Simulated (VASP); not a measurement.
Wanted: the native input for a VASP 6.6.1 run.

- Task: single point
- Functional: RPBE
- Dispersion: D3(BJ)
- Potentials or basis: VASP PAW PBE potentials, release 64 (Be)
- Cutoff: 600 eV
- k mesh: 15 × 15 × 15
- Occupations: fermi-dirac, width 0.1 eV
- Spin: no spin polarisation
- Dipole correction: no
- Further INCAR settings: ALGO = Normal; EDIFF = 1e-06; NBANDS = 7

The structure of Be lies in POSCAR:

```
Be
1.0
    2.0270790639     -0.0000000001     -0.0000000002
   -0.6756930212      1.9111484694     -0.0000000002
   -0.6756930212     -0.9555742345      1.6551031251
Be
1
Direct
    0.0000000000      0.0000000000      0.0000000000
```

The input as run:

INCAR

```
SYSTEM = Be
PREC = Accurate ; ENCUT = 600
EDIFF = 1E-6 ; ISMEAR = -1
SIGMA = 0.1 ; LREAL = .FALSE.
LASPH = .TRUE. ; NELM = 120
ALGO = Normal ; ISIF = 2
LWAVE = .FALSE. ; LCHARG = .FALSE.
GGA = RP ; IVDW = 12
NBANDS = 7 ; GGA_COMPAT = .FALSE.
```

KPOINTS

```
regular mesh
0
G
  15 15 15
  0 0 0
```

Potentials or basis: VASP PAW PBE potentials, release 64 (Be).

Command:

```bash
$ cat potpaw_PBE.64/Be/POTCAR > POTCAR
$ mpirun -np 1 vasp_std > vasp.out
```

It gave:

```yaml
Pressure: 0.1 GPa
Band_gap_on_the_k_mesh: zero (band 1 reaches 13.54 eV, above the bottom of band 2 at 8.30 eV)
Dispersion_energy_per_atom: -1.619 eV
```

Caveat: the PAW data sets were made with another functional, which shifts forces and pressure a little; pairwise dispersion overbinds metals, which lowers pressure and volume.

Wall time 1.6 s on 1 thread of Intel(R) Xeon(R) 6975P-C (Granite Rapids) (shared host), peak memory 0.12 GiB.
